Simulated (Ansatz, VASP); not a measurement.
**GdN: VASP beside Ansatz**

```
Gd N
1.0
     3.03397    0.00000    0.00000
     0.00000    3.03397    0.00000
     0.00000    0.00000    3.03397
Gd N
1 1
Direct
  0.50000 0.50000 0.50000
  0.00000 0.00000 0.00000
```

Change from the starting cell: species swapped into the SmAu type (Pm-3m, No. 221).

Alike in both runs: functional PBE; k mesh 6 × 6 × 6; occupations gaussian, width 0.1 eV; collinear spin.

Ansatz relaxed the structure, and its values are those at the end. VASP's run is a single point on that final structure, the one shown.

|  | VASP | Ansatz |
| --- | --- | --- |
| version | VASP 6.6.1 | Ansatz 0.2.0 |
| potentials or method | VASP PAW PBE potentials, release 64 (Gd, N), cutoff 520 eV | scalar-relativistic, plane waves, PAW |
| valence electrons in the cell | 23 | 23 |

|  | VASP | Ansatz | Ansatz less VASP |
| --- | --- | --- | --- |
| gap on the k mesh at the Fermi level (eV) | none | none | - |
| pressure (GPa) | 0.0 | -0.1 | -0.16 |
| net moment per atom (μB) | 3.49 | 3.49 | 0.000 |
| size of the moment on the site where the two differ most (μB) | 6.78 | 6.86 | +0.088 |

Site moments also hang on the region over which each program counts them. A gap of «none» marks a metal or a gap that the smearing closes.

Neither program's run includes spin-orbit coupling.
